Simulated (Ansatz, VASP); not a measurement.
## SrCl2: VASP beside Ansatz

INCAR

```
SYSTEM = SrCl2
  ALGO = Normal
  EDIFF = 1E-6
  ENCUT = 520
  GGA = PE
  ISIF = 2
  ISMEAR = 0
  LASPH = .TRUE.
  LCHARG = .FALSE.
  LREAL = .FALSE.
  LWAVE = .FALSE.
  NBANDS = 19
  NELM = 60
  PREC = Accurate
  SIGMA = 0.05
```

The input KPOINTS:

```
k-points
0
G
  6 6 6
  0 0 0
```

The input POSCAR:

```
SrCl2
1.0
    0.0000000000      3.4626757638      3.5187711112
    3.4626757638      0.0000000000      3.5187711112
    3.4626757638      3.4626757638      0.0000000000
Sr Cl
1 2
Direct
    0.0000000000      0.0000000000      0.0000000000
    0.2500000000      0.2500000000      0.2500000000
    0.7500000000      0.7500000000      0.7500000000
```

Input for Ansatz:

```yaml
crystal:
  lattice:
    - [0.0, 3.4626757638, 3.5187711112]
    - [3.4626757638, 0.0, 3.5187711112]
    - [3.4626757638, 3.4626757638, 0.0]
  atoms:
    - { symbol: Sr, position: [0.0, 0.0, 0.0] }
    - { symbol: Cl, position: [0.25, 0.25, 0.25] }
    - { symbol: Cl, position: [0.75, 0.75, 0.75] }
basis:
  ecutwfc: 420
kpoints:
  mp_grid: { grid: [6, 6, 6] }
hamiltonian:
  xc: pbe
scf:
  occupations: { method: gaussian, width: 0.05 }
output:
  forces: true
  stress: true
  eigenvalues: true
```

Alike in both runs: task single point; functional PBE; k mesh 6 × 6 × 6; occupations gaussian, width 0.05 eV; no spin polarisation.

|  | VASP | Ansatz |
| --- | --- | --- |
| version | VASP 6.6.1 | Ansatz 0.2.0 |
| potentials or method | VASP PAW PBE potentials, release 64 (Sr_sv, Cl), cutoff 520 eV | scalar-relativistic, plane waves, PAW |
| valence electrons in the cell | 24 | 24 |

```csv
,VASP,Ansatz,Ansatz less VASP
gap on the k mesh at the Fermi level (eV),5.32,5.32,+0.005
least direct gap on the mesh (eV),5.47,5.47,+0.003
pressure (GPa),1.3,1.2,-0.08
"traceless stress, the component that is largest in VASP (GPa)",-0.55,-0.56,-0.003
```
